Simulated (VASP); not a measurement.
Here is a VASP 6.6.1 calculation.

The input POSCAR:

```
NbP
1.0
    0.0000000000      2.5811286800      2.5811286800
    2.5811286800      0.0000000000      2.5811286800
    2.5811286800      2.5811286800      0.0000000000
Nb P
1 1
Direct
    0.0000000000      0.0000000000      0.0000000000
    0.5000000000      0.5000000000      0.5000000000
```

INCAR.step1

```
SYSTEM = NbP
  PREC = Accurate
  ENCUT = 550
  ISMEAR = -1
  SIGMA = 0.1
  LREAL = .False.
  LASPH = .True.
  NELM = 200
  ISPIN = 2
  MAGMOM = 2 0
  LMAXMIX = 4
  NBANDS = 20
  GGA = PE
  ALGO = Normal
  EDIFF = 1E-5
  LWAVE = .True.
  LCHARG = .False.
  GGA_COMPAT = .False.
```

The input INCAR.step2:

```
SYSTEM = NbP
  PREC = Accurate
  ENCUT = 550
  EDIFF = 1E-6
  ISMEAR = -1
  SIGMA = 0.1
  LREAL = .False.
  LASPH = .True.
  NELM = 200
  ALGO = Normal
  ISIF = 2
  LWAVE = .False.
  LCHARG = .True.
  ISPIN = 2
  MAGMOM = 2 0
  LORBIT = 11
  LMAXMIX = 4
  METAGGA = R2SCAN
  LMIXTAU = .True.
  LELF = .True.
  LVHAR = .True.
  NBANDS = 20
  ISTART = 1
  GGA_COMPAT = .False.
```

Contents of KPOINTS:

```
regular mesh
0
Gamma
  8 8 8
  0 0 0
```

Potentials or basis: VASP PAW PBE potentials, release 64 (Nb_sv, P).

Launch:

```bash
$ cat potpaw_PBE.64/Nb_sv/POTCAR potpaw_PBE.64/P/POTCAR > POTCAR
$ cp INCAR.step1 INCAR
$ mpirun -np 1 vasp_std > vasp.out
$ cp INCAR.step2 INCAR
$ mpirun -np 1 vasp_std > vasp.out
```

Q: What does it give for the net moment?

A: 0.00 μB per cell.

Q: What does it give for the pressure?

A: -8.9 GPa.

Caveat: the PAW data sets were made with another functional, which shifts forces and pressure a little.
